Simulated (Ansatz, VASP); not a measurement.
**Two plane-wave programs on Ba**

INCAR

```
ALGO     = Fast           # electronic algorithm
EDIFF    = 1E-6           # SCF threshold, eV
ENCUT    = 520            # plane-wave cutoff, eV
GGA      = PE             # functional
ISIF     = 2              # what is computed and relaxed
ISMEAR   = 0              # smearing method
LASPH    = T              # aspherical terms in the spheres
LCHARG   = F              # write CHGCAR
LREAL    = F              # projectors in reciprocal space
LWAVE    = F              # write WAVECAR
NBANDS   = 11             # bands
NELM     = 80             # most SCF steps
PREC     = Accurate       # precision mode
SIGMA    = 0.15           # smearing width, eV
```

File KPOINTS:

```
k-points
0
Gamma
  14 14 14
```

Contents of POSCAR:

```
Ba
1.0
   -2.2500000000      2.7500000000      2.5000000000
    2.2500000000     -2.7500000000      2.5000000000
    2.2500000000      2.7500000000     -2.5000000000
Ba
1
Direct
    0.0000000000      0.0000000000      0.0000000000
```

Input for Ansatz:

```yaml
crystal:
  lattice:
    - [-2.25, 2.75, 2.5]
    - [2.25, -2.75, 2.5]
    - [2.25, 2.75, -2.5]
  atoms:
    - { symbol: Ba, position: [0.0, 0.0, 0.0] }
basis:
  ecutwfc: 420
kpoints:
  mp_grid: { grid: [14, 14, 14] }
hamiltonian:
  xc: pbe
scf:
  occupations: { method: gaussian, width: 0.15 }
output:
  forces: true
  stress: true
  eigenvalues: true
  write_density: true
  write_potential: true
  elf: true
  volumetric_format: npy
```

Change from the starting cell: strain -0.1000 x Voigt [1, -1, 0, 0, 0, 0], atoms carried along.

Alike in both runs: task single point; functional PBE; k mesh 14 × 14 × 14; occupations gaussian, width 0.15 eV; no spin polarisation.

|  | VASP | Ansatz |
| --- | --- | --- |
| version | VASP 6.6.1 | Ansatz 0.2.0 |
| potentials or method | VASP PAW PBE potentials, release 64 (Ba_sv), cutoff 520 eV | scalar-relativistic, plane waves, PAW |
| valence electrons in the cell | 10 | 10 |

```csv
,VASP,Ansatz,Ansatz less VASP
gap on the k mesh at the Fermi level (eV),none,none,-
pressure (GPa),0.3,0.3,-0.06
"traceless stress, the component that is largest in VASP (GPa)",0.68,0.67,-0.006
```

A gap of «none» marks a metal or a gap that the smearing closes. With one functional, cell and mesh, what is left measures potentials, basis and numerics.

Neither program's run includes spin-orbit coupling.
